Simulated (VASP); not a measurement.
# AlN (Pm) in VASP: notebook, part 2 of 2

VASP 6.6.1. The steps go on from the part before.

## (5) Single point, PBE (atom 1 (Al) moved by -0.630 Å along [1 0 0] and +0.630 Å along [1 2 0])

INCAR reads:

```
ALGO     = Normal         # electronic algorithm
EDIFF    = 1E-6           # SCF threshold, eV
ENCUT    = 520            # plane-wave cutoff, eV
GGA      = PE             # functional
ISIF     = 2              # what is computed and relaxed
ISMEAR   = 0              # smearing method
LASPH    = True           # aspherical terms in the spheres
LCHARG   = False          # write CHGCAR
LREAL    = False          # projectors in reciprocal space
LWAVE    = False          # write WAVECAR
NBANDS   = 26             # bands
NELM     = 100            # most SCF steps
PREC     = Accurate       # precision mode
SIGMA    = 0.05           # smearing width, eV
```

KPOINTS reads:

```
k-points
0
Gamma
  8 6 4
```

POSCAR reads:

```
AlN
1.0
   -1.6567491617      2.8695737234      0.0000000000
    0.0000000000      0.0000000000      4.1874629526
    4.9702474850      2.8695737234      0.0000000000
Al N
4 4
Direct
    0.7597242915      0.7500000000      0.1264871790
    0.0000000000      0.7500000000      0.6666666667
    0.0000000000      0.2500000000      0.3333333333
    0.5000000000      0.2500000000      0.8333333333
    0.5000000000      0.2500000000      0.1666666667
    0.0000000000      0.2500000000      0.6666666667
    0.0000000000      0.7500000000      0.3333333333
    0.5000000000      0.7500000000      0.8333333333
```

Potentials or basis: VASP PAW PBE potentials, release 64 (Al, N).

The run is started by

```sh
$ cat potpaw_PBE.64/Al/POTCAR potpaw_PBE.64/N/POTCAR > POTCAR
$ mpirun -np 1 vasp_std > vasp.out
```

OUTCAR:

```text
EDIFF = 1E-6
   ENCUT = 520
   GGA = PE
   ISIF = 2
   ISMEAR = 0
   LASPH = True
   LREAL = False
   NELM = 100
   PREC = Accurate

 ion  position               nearest neighbor table
   1  0.760  0.750  0.126-   7 1.43   8 1.89   5 2.28   5 2.28   3 2.54   3 2.54   2 2.76   4 2.82
                             4 2.82   2 3.20
   2  0.000  0.750  0.667-   8 1.91   8 1.91   7 1.91   6 2.09   6 2.09   1 2.76   4 2.84   4 2.84
                             4 2.84   4 2.84   3 2.84   3 2.84   1 3.20
   3  0.000  0.250  0.333-   5 1.91   5 1.91   6 1.91   7 2.09   7 2.09   1 2.54   1 2.54   2 2.84
[... 919 lines left out ...]
  Total        5.6429889     20.9532782      1.7313719     12.7787437      0.0000000      0.0000000
  in kB      113.5362796    421.5775223     34.8350004    257.1068385      0.0000000      0.0000000
  external PRESSURE =     189.9829341 kB  Pullay stress =       0.0000000 kB

 VOLUME and BASIS-vectors are now :
 -----------------------------------------------------------------------------
  energy-cutoff  :      520.00
  volume of cell :       79.63
      direct lattice vectors                 reciprocal lattice vectors
    -1.656749162  2.869573723  0.000000000    -0.150897919  0.261362862  0.000000000
     0.000000000  0.000000000  4.187462953     0.000000000  0.000000000  0.238808083
     4.970247485  2.869573723  0.000000000     0.150897919  0.087120954  0.000000000

 POSITION                                       TOTAL-FORCE (eV/Angst)
 -----------------------------------------------------------------------------------
     -0.63000      2.54305      3.14060        -5.089180    -18.955224      0.000000
      3.31350      1.91305      3.14060        -2.004154     -0.721627      0.000000
      1.65675      0.95652      1.04687         0.053093      1.086457      0.000000
      3.31350      3.82610      1.04687         0.457905     -0.245897      0.000000
      0.00000      1.91305      1.04687        -1.779052      1.019622      0.000000
      3.31350      1.91305      1.04687         0.281351      0.208038      0.000000
      1.65675      0.95652      3.14060         8.580770     17.076574      0.000000
      3.31350      3.82610      3.14060        -0.500731      0.532057      0.000000
 -----------------------------------------------------------------------------------
    total drift:                               -0.000119     -0.000397      0.000000

  FREE ENERGIE OF THE ION-ELECTRON SYSTEM (eV)
  ---------------------------------------------------
  free  energy   TOTEN  =       -53.4277691809 eV

  energy  without entropy=      -53.4277691809  energy(sigma->0) =      -53.42776918
```

It took 1.7 min on 1 thread of Intel Xeon 6975P-C (Granite Rapids), shared host; peak memory 0.25 GiB.

What came out:

| Quantity | Value |
| --- | --- |
| Free energy | -53.4278 eV |
| Pressure | 19.0 GPa |
| Largest force | 19.627 eV/Å |
| Band gap on the k mesh | 1.74 eV, direct |

Forces on the atoms (eV/Å):
```
Al   -5.089 -18.955   0.000
Al   -2.004  -0.722   0.000
Al    0.053   1.086   0.000
Al    0.458  -0.246   0.000
N    -1.779   1.020   0.000
N     0.281   0.208   0.000
N     8.581  17.077   0.000
N    -0.501   0.532   0.000
```

Stress tensor (GPa, compression positive):
```
11.35 25.71  0.00
25.71 42.16  0.00
 0.00  0.00  3.48
```

Levels at points of the mesh, in eV from the valence-band top:
| k point | band 13 | band 14 | band 15 | band 16 | band 17 | band 18 | band 19 | band 20 |
| --- | --- | --- | --- | --- | --- | --- | --- | --- |
| (0.00, 0.00, 0.00) | -2.16 | -1.74 | -0.78 | 0.00 | 1.74 | 3.70 | 4.23 | 6.01 |
| (0.50, 0.00, 0.00) | -3.18 | -2.56 | -1.94 | -1.89 | 4.09 | 4.26 | 6.13 | 6.52 |
| (0.00, 0.50, 0.00) | -2.49 | -2.07 | -1.63 | -1.30 | 3.16 | 4.16 | 5.43 | 6.00 |
| (0.50, 0.50, 0.00) | -1.57 | -1.39 | -1.26 | -0.26 | 4.03 | 4.86 | 6.40 | 6.56 |
| (0.00, 0.00, 0.50) | -1.98 | -1.58 | -0.73 | -0.69 | 2.66 | 4.84 | 5.36 | 5.68 |
| (0.50, 0.00, 0.50) | -3.45 | -2.10 | -1.94 | -1.19 | 2.82 | 4.12 | 5.39 | 6.74 |
| (0.00, 0.50, 0.50) | -2.25 | -2.06 | -1.61 | -1.40 | 3.03 | 4.13 | 5.22 | 6.73 |
| (0.50, 0.50, 0.50) | -2.18 | -2.09 | -2.00 | -0.86 | 3.41 | 3.91 | 5.30 | 5.54 |

Caveat: the cell differs from its parent crystal (atom 1 (Al) moved by -0.630 Å along [1 0 0] and +0.630 Å along [1 2 0]); forces of over 1 eV/Å act on the atoms, so gaps and moduli don't describe the material at rest. A k mesh can miss the band edges.

## (6) Single point, PBE (atom 1 (Al) moved by +0.378 Å along [1 0 0] and +0.630 Å along [1 2 0])

INCAR reads:

```
  ALGO = Normal
  EDIFF = 1E-6
  ENCUT = 520
  GGA = PE
  ISIF = 2
  ISMEAR = 0
  LASPH = True
  LCHARG = False
  LREAL = False
  LWAVE = False
  NBANDS = 26
  NELM = 100
  PREC = Accurate
  SIGMA = 0.05
```

KPOINTS is that of step 5.

Changes to POSCAR since step 5:

```diff
@@ -8,3 +8,3 @@
 Direct
-    0.7597242915      0.7500000000      0.1264871790
+    0.6076191896      0.7500000000      0.2785922808
     0.0000000000      0.7500000000      0.6666666667
```

Potentials or basis: VASP PAW PBE potentials, release 64 (Al, N).

The run is started by

```sh
$ cat potpaw_PBE.64/Al/POTCAR potpaw_PBE.64/N/POTCAR > POTCAR
$ mpirun -np 1 vasp_std > vasp.out
```

Wall time 95 s (1 thread of Intel Xeon 6975P-C (Granite Rapids), shared host); peak memory 0.25 GiB.

It converged, with:

```
Free energy            : -51.1094 eV
Pressure               : 27.2 GPa
Largest force          : 34.699 eV/Å
Band gap on the k mesh : 2.16 eV, direct
```

Forces on the atoms (eV/Å):
```
Al    6.339 -34.115   0.000
Al    2.207   1.857   0.000
Al   -1.013   0.941   0.000
Al    0.563   0.295   0.000
N     1.721   1.749   0.000
N    -0.927  -0.542   0.000
N    -7.913  30.148   0.000
N    -0.978  -0.333   0.000
```

Stress tensor (GPa, compression positive):
```
  3.30 -22.84   0.00
-22.84  76.38   0.00
  0.00   0.00   2.01
```

Levels at points of the mesh, in eV from the valence-band top:
| k point | band 14 | band 15 | band 16 | band 17 | band 18 | band 19 |
| --- | --- | --- | --- | --- | --- | --- |
| (0.00, 0.00, 0.00) | -1.16 | -0.80 | 0.00 | 2.16 | 3.92 | 4.51 |
| (0.50, 0.00, 0.00) | -2.24 | -2.12 | -1.37 | 4.04 | 4.66 | 6.20 |
| (0.00, 0.50, 0.00) | -1.73 | -1.70 | -1.08 | 3.97 | 4.81 | 5.52 |
| (0.50, 0.50, 0.00) | -0.90 | -0.70 | -0.43 | 4.33 | 4.74 | 6.66 |
| (0.00, 0.00, 0.50) | -1.54 | -0.74 | -0.54 | 3.80 | 5.15 | 5.68 |
| (0.50, 0.00, 0.50) | -2.48 | -1.72 | -0.72 | 2.73 | 4.37 | 5.51 |
| (0.00, 0.50, 0.50) | -1.81 | -1.37 | -0.95 | 3.85 | 4.78 | 5.64 |
| (0.50, 0.50, 0.50) | -1.30 | -1.21 | -1.12 | 3.32 | 4.00 | 5.35 |

Caveat: the cell differs from its parent crystal (atom 1 (Al) moved by +0.378 Å along [1 0 0] and +0.630 Å along [1 2 0]); forces of over 1 eV/Å act on the atoms, so gaps and moduli don't describe the material at rest.
